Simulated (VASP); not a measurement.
# TiB2 (P6/mmm) in VASP: notebook

Runs on TiB2. Level: PBE. Tasks: electric field gradients.

Program: VASP 6.6.1. These are calculated values, not measurements. Logs are shortened: lines on timing, memory, paths and dates and some standing lists are left out, and cuts for length are marked.

**1. The cell of the first run**

It takes space group P6/mmm (No. 191, hexagonal). The conventional cell has a = 3.089 Å, b = 3.089 Å, c = 3.292 Å, α = 90.00°, β = 90.00°, γ = 120.00°. Within 3.2 Å of Ti (site symmetry 6/mmm) lie 12 B at 2.43 Å and 6 Ti at 3.09 Å. Within 2.4 Å of B (site symmetry -6m2) lie 3 B at 1.78 Å.

**2. Electric field gradients, PBE (volume scaled by 1.06)**

INCAR

```
SYSTEM = TiB2
PREC = Accurate
ENCUT = 520
EDIFF = 1E-8
ISMEAR = -1
SIGMA = 0.08
LREAL = .FALSE.
LASPH = .TRUE.
NELM = 60
ALGO = Normal
ISIF = 2
LWAVE = .FALSE.
LCHARG = .FALSE.
GGA = PE
LEFG = .TRUE.
NBANDS = 16
```

KPOINTS

```
Automatic mesh
0
G
  15 15 13
  0 0 0
```

POSCAR

```
TiB2
1.0
    3.0886093280      0.0000000000      0.0000000000
   -1.5443046640      2.6748141404      0.0000000000
    0.0000000000      0.0000000000      3.2917180359
Ti B
1 2
Direct
    0.0000000000      0.0000000000      0.0000000000
    0.3333333333      0.6666666667      0.5000000000
    0.6666666667      0.3333333333      0.5000000000
```

Potentials or basis: VASP PAW PBE potentials, release 64 (Ti_sv, B).

Run with:

```
cat potpaw_PBE.64/Ti_sv/POTCAR potpaw_PBE.64/B/POTCAR > POTCAR
mpirun -np 1 vasp_std > vasp.out
```

OUTCAR:

```text
SYSTEM = TiB2
   PREC = Accurate
   ENCUT = 520
   EDIFF = 1E-8
   ISMEAR = -1
   LREAL = .FALSE.
   LASPH = .TRUE.
   NELM = 60
   ISIF = 2
   GGA = PE

 ion  position               nearest neighbor table
   1  0.000  0.000  0.000-   2 2.43   3 2.43   2 2.43   3 2.43   2 2.43   2 2.43   3 2.43   3 2.43
                             3 2.43   3 2.43   2 2.43   2 2.43
   2  0.333  0.667  0.500-   3 1.78   3 1.78   3 1.78   1 2.43   1 2.43   1 2.43   1 2.43   1 2.43
                             1 2.43
   3  0.667  0.333  0.500-   2 1.78   2 1.78   2 1.78   1 2.43   1 2.43   1 2.43   1 2.43   1 2.43
                             1 2.43

  LATTYP: Found a hexagonal cell.
 ALAT       =     3.0886093280
 C/A-ratio  =     1.0657605693

  Lattice vectors:

 A1 = (   3.0886093280,   0.0000000000,   0.0000000000)
 A2 = (  -1.5443046640,   2.6748141404,   0.0000000000)
 A3 = (   0.0000000000,   0.0000000000,   3.2917180359)

Analysis of symmetry for initial positions (statically):
=====================================================================
 Subroutine PRICEL returns:
 Original cell was already a primitive cell.

 Routine SETGRP: Setting up the symmetry group for a
 hexagonal supercell.

 Subroutine GETGRP returns: Found 24 space group operations
 (whereof 24 operations were pure point group operations)
 out of a pool of 24 trial point group operations.

The static configuration has the point symmetry D_6h.

Analysis of symmetry for dynamics (positions and initial velocities):
=====================================================================
 Subroutine PRICEL returns:
 Original cell was already a primitive cell.

 Routine SETGRP: Setting up the symmetry group for a
 hexagonal supercell.

 Subroutine GETGRP returns: Found 24 space group operations
 (whereof 24 operations were pure point group operations)
 out of a pool of 24 trial point group operations.

The dynamic configuration has the point symmetry D_6h.

 Subroutine INISYM returns: Found 24 space group operations
 (whereof 24 operations are pure point group operations),
 and found     1 'primitive' translations

----------------------------------------------------------------------------------------

                                     Primitive cell

  volume of cell :      27.1944

  direct lattice vectors                    reciprocal lattice vectors
     3.088609328  0.000000000  0.000000000     0.323770310  0.186928876  0.000000000
    -1.544304664  2.674814140  0.000000000     0.000000000  0.373857751  0.000000000
     0.000000000  0.000000000  3.291718036     0.000000000  0.000000000  0.303792727

  length of vectors
     3.088609328  3.088609328  3.291718036     0.373857751  0.373857751  0.303792727

  position of ions in fractional coordinates (direct lattice)
     0.000000000  0.000000000  0.000000000
     0.333333333  0.666666667  0.500000000
     0.666666667  0.333333333  0.500000000

  ion indices of the primitive-cell ions
   primitive index   ion index
                 1           1
                 2           2
                 3           3

----------------------------------------------------------------------------------------

 KPOINTS: Automatic mesh

Automatic generation of k-mesh.
 Grid dimensions read from file:
 generate k-points for:   15   15   13

 Generating k-lattice:

  Cartesian coordinates                     Fractional coordinates (reciprocal lattice)
     0.021584687  0.012461925  0.000000000     0.066666667  0.000000000  0.000000000
     0.000000000  0.024923850  0.000000000     0.000000000  0.066666667  0.000000000
     0.000000000  0.000000000  0.023368671     0.000000000  0.000000000  0.076923077

  Length of vectors
     0.024923850  0.024923850  0.023368671

  Shift w.r.t. Gamma in fractional coordinates (k-lattice)
     0.000000000  0.000000000  0.000000000

 Subroutine IBZKPT returns following result:
 ===========================================

 Found    189 irreducible k-points:

 Following reciprocal coordinates:
            Coordinates               Weight
  0.000000  0.000000  0.000000      1.000000
  0.066667  0.000000  0.000000      6.000000
  0.133333  0.000000  0.000000      6.000000
  0.200000 -0.000000  0.000000      6.000000
  0.266667  0.000000  0.000000      6.000000
  0.333333  0.000000  0.000000      6.000000
[... 16 lines left out ...]
  0.333333  0.200000  0.000000     12.000000
  0.400000  0.200000  0.000000      6.000000
 [... further k-points ...]
   k-points           NKPTS =    189   k-points in BZ     NKDIM =    189   number of bands    NBANDS=     16
   number of dos      NEDOS =    301   number of ions     NIONS =      3
   total plane-waves  NPLWV =  13824
   dimension x,y,z NGX =    24 NGY =   24 NGZ =   24
   dimension x,y,z NGXF=    48 NGYF=   48 NGZF=   48
   ions per type =               1   2
   NGX,Y,Z   is equivalent  to a cutoff of  12.92, 12.92, 12.12 a.u.
   NGXF,Y,Z  is equivalent  to a cutoff of  25.84, 25.84, 24.24 a.u.
 SYSTEM =  TiB2
   PREC   = accura    normal or accurate (medium, high low for compatibility)
   ISTART =      0    job   : 0-new  1-cont  2-samecut
   ICHARG =      2    charge: 1-file 2-atom 10-const
   ISPIN  =      1    spin polarized calculation?
   LNONCOLLINEAR =      F non collinear calculations
   LSORBIT =      F    spin-orbit coupling
   LASPH  =      T    aspherical Exc in radial PAW
   ENCUT  =  520.0 eV  38.22 Ry    6.18 a.u.   5.74  5.74  6.12*2*pi/ulx,y,z
   NELM   =     60;   NELMIN=  2; NELMDL= -5     # of ELM steps
   EDIFF  = 0.1E-07   stopping-criterion for ELM
   LREAL  =      F    real-space projection
   EDIFFG = 0.1E-06   stopping-criterion for IOM
   NSW    =      0    number of steps for IOM
   IBRION =     -1    ionic relax: 0-MD 1-quasi-New 2-CG
   NFREE  =      0    steps in history (QN), initial steepest desc. (CG)
   ISIF   =      2    stress and relaxation
   ISYM   =      2    0-nonsym 1-usesym 2-fastsym
   POTIM  = 0.5000    time-step for ionic-motion
   TEBEG  =    0.0;   TEEND  =   0.0 temperature during run
   PSTRESS=    0.0 pullay stress
   NELECT =      18.0000    total number of electrons
   NUPDOWN=      -1.0000    fix difference up-down
   EMIN   =  10.00;   EMAX   =-10.00  energy-range for DOS
   EFERMI =   0.00;   METHOD = LEGACY
   ISMEAR =    -1;   SIGMA  =   0.08  broadening in eV -4-tet -1-fermi 0-gaus
   EFERMI_NEDOS =   21; number of points for ismear=-14 and -15
   IALGO  =     38    algorithm
   IMIX   =      4    mixing-type and parameters
     AMIX     =   0.40;   BMIX     =  1.00
     AMIX_MAG =   1.60;   BMIX_MAG =  1.00
  volume/ion in A,a.u.               =       9.06        61.17
  Fermi-wavevector in a.u.,A,eV,Ry     =   1.426722  2.696113 27.695132  2.035535
  Thomas-Fermi vector in A             =   2.546968
   LORBIT       =      0    0 simple, 1 ext, 2 COOP (PROOUT), +10 PAW based schemes
   GGA     = PE    functional components
   LHFCALC =     F    Hartree Fock is set to
   AEXX    =    0.0000 exact exchange contribution
   IVDW    =     0    specifies the selected vdW correction
   LEPSILON=     F    determine dielectric tensor
   LRPA    =     F    only Hartree local field effects (RPA)
 non-spin polarized calculation
  energy-cutoff  :      520.00
  volume of cell :       27.19
 maximum number of plane-waves:       748
 NGX is ok and might be reduce to    24
   NGX = 11   NGY = 11   NGZ = 13

 number of electron      18.0000001 magnetization

 Free energy of the ion-electron system (eV)
  ---------------------------------------------------
  ext. energy  EPLUGINS =         0.00000000
  ---------------------------------------------------
  free energy    TOTEN  =       -24.37075617 eV

  energy without entropy =      -24.36195650  energy(sigma->0) =      -24.36635634

 E-fermi :   9.3832     XC(G=0): -12.4907

 val. band max:        9.3816986019   @ k =   0.2000   0.2000   0.0769
 cond. band min:       9.4246501776   @ k =   0.0667   0.0000   0.3846
 fundamental gap:      0.0429515758
 Fermi energy:         9.3832168576

 k-point     1 :       0.0000    0.0000    0.0000
  band No.  band energies     occupation
      1     -47.7263      2.00000
      2     -24.0649      2.00000
      3     -23.7855      2.00000
      4     -23.7855      2.00000
      5      -3.8090      2.00000
      6       6.8928      2.00000
[... 8 lines left out ...]
     15      14.8933      0.00000
     16      15.7863      0.00000

 k-point     2 :       0.0667    0.0000    0.0000
  band No.  band energies     occupation
      1     -47.7245      2.00000
      2     -24.0626      2.00000
      3     -23.8000      2.00000
      4     -23.7889      2.00000
      5      -3.7270      2.00000
      6       6.6441      2.00000
[... 8 lines left out ...]
     15      15.3989      0.00000
     16      16.0546      0.00000

 k-point     3 :       0.1333    0.0000    0.0000
  band No.  band energies     occupation
      1     -47.7193      2.00000
      2     -24.0559      2.00000
      3     -23.8407      2.00000
      4     -23.7982      2.00000
      5      -3.4839      2.00000
      6       5.9724      2.00000
[... 8 lines left out ...]
     15      16.5156      0.00000
     16      16.8706      0.00000

 k-point     4 :       0.2000   -0.0000    0.0000
  band No.  band energies     occupation
      1     -47.7118      2.00000
      2     -24.0461      2.00000
      3     -23.9002      2.00000
      4     -23.8119      2.00000
      5      -3.0870      2.00000
      6       5.0403      2.00000
[... 8 lines left out ...]
     15      16.8472      0.00000
     16      17.8549      0.00000
[... 324 lines left out ...]
 k-point    22 :       0.2667    0.2000    0.0000
  band No.  band energies     occupation
      1     -47.6867      2.00000
      2     -24.0477      2.00000
      3     -24.0135      2.00000
      4     -23.9049      2.00000
      5      -1.0180      2.00000
      6       2.5560      2.00000
[... 8 lines left out ...]
     15      17.4676      0.00000
     16      18.5987      0.00000

 k-point    23 :       0.3333    0.2000    0.0000
  band No.  band energies     occupation
      1     -47.6825      2.00000
      2     -24.0664      2.00000
      3     -24.0080      2.00000
      4     -23.9255      2.00000
      5      -0.2051      2.00000
      6       1.6480      2.00000
[... 8 lines left out ...]
     15      17.6349      0.00000
     16      18.6321      0.00000

 k-point    24 :       0.4000    0.2000    0.0000
  band No.  band energies     occupation
      1     -47.6810      2.00000
      2     -24.0728      2.00000
      3     -24.0061      2.00000
      4     -23.9331      2.00000
      5       0.5824      2.00000
      6       0.8172      2.00000
[... 8 lines left out ...]
     15      17.7233      0.00000
     16      18.6338      0.00000

 [... further k-points ...]
[... 5 lines left out ...]
  --------------------------------------------------------------------------------------
  -------------------------------------------------------------------------------------
  Total       -2.3112993     -2.3112993     -1.9606734      0.0000000     -0.0000000     -0.0000000
  in kB     -136.1719205   -136.1719205   -115.5145319      0.0000000     -0.0000000     -0.0000000
  external PRESSURE =    -129.2861243 kB  Pullay stress =       0.0000000 kB

 VOLUME and BASIS-vectors are now :
 -----------------------------------------------------------------------------
  energy-cutoff  :      520.00
  volume of cell :       27.19
      direct lattice vectors                 reciprocal lattice vectors
     3.088609328  0.000000000  0.000000000     0.323770310  0.186928876  0.000000000
    -1.544304664  2.674814140  0.000000000     0.000000000  0.373857751  0.000000000
     0.000000000  0.000000000  3.291718036     0.000000000  0.000000000  0.303792727

 POSITION                                       TOTAL-FORCE (eV/Angst)
 -----------------------------------------------------------------------------------
      0.00000      0.00000      0.00000        -0.000000      0.000000     -0.000000
     -0.00000      1.78321      1.64586        -0.000000     -0.000000     -0.000000
      1.54430      0.89160      1.64586         0.000000      0.000000      0.000000
 -----------------------------------------------------------------------------------
    total drift:                               -0.000000      0.000000      0.000000

  FREE ENERGIE OF THE ION-ELECTRON SYSTEM (eV)
  ---------------------------------------------------
  free  energy   TOTEN  =       -24.3707561740 eV

  energy  without entropy=      -24.3619565028  energy(sigma->0) =      -24.36635634

 Electric field gradients (V/A^2)
---------------------------------------------------------------------
 ion       V_xx      V_yy      V_zz      V_xy      V_xz      V_yz
---------------------------------------------------------------------
   1      -8.670    -8.671    17.341    -0.001    -0.000     0.000
   2      -2.304    -2.305     4.609    -0.000     0.000    -0.000
   3      -2.304    -2.305     4.609    -0.000     0.000     0.000
---------------------------------------------------------------------

 Electric field gradients after diagonalization (V/A^2)
 (convention: |V_zz| > |V_xx| > |V_yy|)
----------------------------------------------------------------------
 ion       V_xx      V_yy      V_zz     asymmetry (V_yy - V_xx)/ V_zz
----------------------------------------------------------------------
   1      -8.671    -8.669    17.341       0.000
   2      -2.305    -2.304     4.609       0.000
   3      -2.305    -2.304     4.609       0.000
----------------------------------------------------------------------

           NMR quadrupolar parameters

 Cq : quadrupolar parameter    Cq=e*Q*V_zz/h
 eta: asymmetry parameters     (V_yy - V_xx)/ V_zz
 Q  : nuclear electric quadrupole moment in mb (millibarn)
----------------------------------------------------------------------
 ion       Cq(MHz)       eta       Q (mb)
----------------------------------------------------------------------
   1       0.042       0.000       1.000
   2       0.011       0.000       1.000
   3       0.011       0.000       1.000
----------------------------------------------------------------------
```

Run time: 52 s. Hardware: 1 thread of Intel Xeon 6975P-C (Granite Rapids), shared host; peak memory 0.2 GiB.

Results:

| Quantity | Value |
| --- | --- |
| Free energy | -24.3708 eV |
| Pressure | -12.9 GPa |
| Band gap on the k mesh | zero (band 9 reaches 9.64 eV, above the bottom of band 10 at 9.22 eV) |

Levels at points of the mesh, in eV from the Fermi level:
| k point | band 7 | band 8 | band 9 | band 10 | band 11 | band 12 |
| --- | --- | --- | --- | --- | --- | --- |
| (0.00, 0.00, 0.00) | -2.49 | -2.31 | -1.99 | 1.71 | 1.71 | 3.37 |

Electric field gradients, principal values (V/Å²):
| atom | least | middle | greatest (by size) |
| --- | --- | --- | --- |
| 1 Ti | -8.669 | -8.671 | 17.341 |
| 2 B | -2.304 | -2.305 | 4.609 |
| 3 B | -2.304 | -2.305 | 4.609 |

Caveat: without QUAD_EFG the Cq values of the log hold for a quadrupole moment of 1 mb, not for the nuclei.

**3. Electric field gradients, PBE (zz strain of -2 %)**

INCAR

```
ALGO = Normal ; EDIFF = 1E-8
ENCUT = 520 ; GGA = PE
ISIF = 2 ; ISMEAR = -1
LASPH = True ; LCHARG = False
LEFG = True ; LREAL = False
LWAVE = False ; NBANDS = 16
NELM = 80 ; PREC = Accurate
SIGMA = 0.08
```

KPOINTS

```
k-points
0
Gamma
  15 15 13
```

POSCAR

```
TiB2
1.0
    3.0291982016      0.0000000000      0.0000000000
   -1.5145991008      2.6233625957      0.0000000000
    0.0000000000      0.0000000000      3.1638320000
Ti B
1 2
Direct
    0.0000000000      0.0000000000      0.0000000000
    0.3333333333      0.6666666667      0.5000000000
    0.6666666667      0.3333333333      0.5000000000
```

Potentials or basis: VASP PAW PBE potentials, release 64 (Ti_sv, B).

Run with:

```
cat potpaw_PBE.64/Ti_sv/POTCAR potpaw_PBE.64/B/POTCAR > POTCAR
mpirun -np 1 vasp_std > vasp.out
```

OUTCAR:

```text
EDIFF = 1E-8
   ENCUT = 520
   GGA = PE
   ISIF = 2
   ISMEAR = -1
   LASPH = True
   LREAL = False
   NELM = 80
   PREC = Accurate

 ion  position               nearest neighbor table
   1  0.000  0.000  0.000-   2 2.36   3 2.36   2 2.36   3 2.36   3 2.36   3 2.36   2 2.36   2 2.36
                             3 2.36   3 2.36   2 2.36   2 2.36
   2  0.333  0.667  0.500-   3 1.75   3 1.75   3 1.75   1 2.36   1 2.36   1 2.36   1 2.36   1 2.36
                             1 2.36
   3  0.667  0.333  0.500-   2 1.75   2 1.75   2 1.75   1 2.36   1 2.36   1 2.36   1 2.36   1 2.36
                             1 2.36

  LATTYP: Found a hexagonal cell.
 ALAT       =     3.0291982016
 C/A-ratio  =     1.0444453580
[... 683 lines left out ...]
 ion       V_xx      V_yy      V_zz      V_xy      V_xz      V_yz
---------------------------------------------------------------------
   1      -7.593    -7.595    15.188    -0.001    -0.000    -0.000
   2      -1.884    -1.884     3.769     0.000     0.000    -0.000
   3      -1.884    -1.884     3.769     0.000     0.000     0.000
---------------------------------------------------------------------

 Electric field gradients after diagonalization (V/A^2)
 (convention: |V_zz| > |V_xx| > |V_yy|)
----------------------------------------------------------------------
 ion       V_xx      V_yy      V_zz     asymmetry (V_yy - V_xx)/ V_zz
----------------------------------------------------------------------
   1      -7.596    -7.593    15.188       0.000
   2      -1.884    -1.884     3.769       0.000
   3      -1.884    -1.884     3.769       0.000
----------------------------------------------------------------------

           NMR quadrupolar parameters

 Cq : quadrupolar parameter    Cq=e*Q*V_zz/h
 eta: asymmetry parameters     (V_yy - V_xx)/ V_zz
 Q  : nuclear electric quadrupole moment in mb (millibarn)
----------------------------------------------------------------------
 ion       Cq(MHz)       eta       Q (mb)
----------------------------------------------------------------------
   1       0.037       0.000       1.000
   2       0.009       0.000       1.000
   3       0.009       0.000       1.000
----------------------------------------------------------------------
```

stdout:

```text
POSCAR found type information on POSCAR TiB
 POSCAR found :  2 types and       3 ions
 scaLAPACK will be used
 LDA part: xc-table for (Slater+PW92), standard interpolation
 POSCAR, INCAR and KPOINTS ok, starting setup
 FFT: planning ... GRIDC
 FFT: planning ... GRID_SOFT
 FFT: planning ... GRID
 WAVECAR not read
 entering main loop
ion   1

ion   2

ion   3
```

Wall time 76 s (1 thread of Intel Xeon Platinum 8259CL at 2.50GHz (Skylake/Cascade Lake), shared host); peak memory 0.19 GiB.

What came out:

| Item | Value |
| --- | --- |
| Free energy | -24.4185 eV |
| Pressure | 5.1 GPa |
| Band gap on the k mesh | zero (band 9 reaches 10.61 eV, above the bottom of band 10 at 9.94 eV) |

Levels at points of the mesh, in eV from the Fermi level:
| k point | band 7 | band 8 | band 9 | band 10 | band 11 | band 12 |
| --- | --- | --- | --- | --- | --- | --- |
| (0.00, 0.00, 0.00) | -2.79 | -2.12 | -2.11 | 1.95 | 1.95 | 3.86 |

Electric field gradients, principal values (V/Å²):
```tsv
atom	least	middle	greatest (by size)
1 Ti	-7.593	-7.596	15.188
2 B	-1.884	-1.884	3.769
3 B	-1.884	-1.884	3.769
```

Caveat: the cell differs from its parent crystal (zz strain of -2 %); without QUAD_EFG the Cq values of the log hold for a quadrupole moment of 1 mb, not for the nuclei.
